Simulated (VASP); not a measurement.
Wanted: the native input for a VASP 6.6.1 run.

* Task: single point
* Functional: PBE
* Potentials or basis: VASP PAW PBE potentials, release 64 (Mo_sv)
* Cutoff: 520 eV
* k mesh: 17 × 17 × 17
* Occupations: fermi-dirac, width 0.08 eV
* Spin: no spin polarisation
* Dipole correction: no
* Further INCAR settings: ALGO = Normal; EDIFF = 1e-06; NBANDS = 13

The structure of Mo lies in POSCAR:

```
Mo
1.0
   -1.2950639207      1.2950639207      1.2950639207
    1.2950639207     -1.2950639207      1.2950639207
    1.2950639207      1.2950639207     -1.2950639207
Mo
1
Direct
    0.0000000000      0.0000000000      0.0000000000
```

One way to write it, as run:

INCAR

```
SYSTEM = Mo
ALGO     = Normal         ! electronic algorithm
EDIFF    = 1E-6           ! SCF threshold, eV
ENCUT    = 520            ! plane-wave cutoff, eV
GGA      = PE             ! functional
ISIF     = 2              ! what is computed and relaxed
ISMEAR   = -1             ! smearing method
LASPH    = .True.         ! aspherical terms in the spheres
LCHARG   = .False.        ! write CHGCAR
LREAL    = .False.        ! projectors in reciprocal space
LWAVE    = .False.        ! write WAVECAR
NBANDS   = 13             ! bands
NELM     = 100            ! most SCF steps
PREC     = Accurate       ! precision mode
SIGMA    = 0.08           ! smearing width, eV
```

KPOINTS

```
k-points
0
Gamma
  17 17 17
  0 0 0
```

Potentials or basis: VASP PAW PBE potentials, release 64 (Mo_sv).

Launch:

```bash
$ cat potpaw_PBE.64/Mo_sv/POTCAR > POTCAR
$ mpirun -np 1 vasp_std > vasp.out
```

Results of the run:

The pressure is 509.7 GPa and the band gap on the k mesh is zero (bands 7 and 8 overlap by 11.18 eV).

Caveat: the cell stands under pressure.

Run time: 12 s on 1 thread of AMD EPYC 9R14 (Zen 4), on a shared host, peak memory 0.1 GiB.
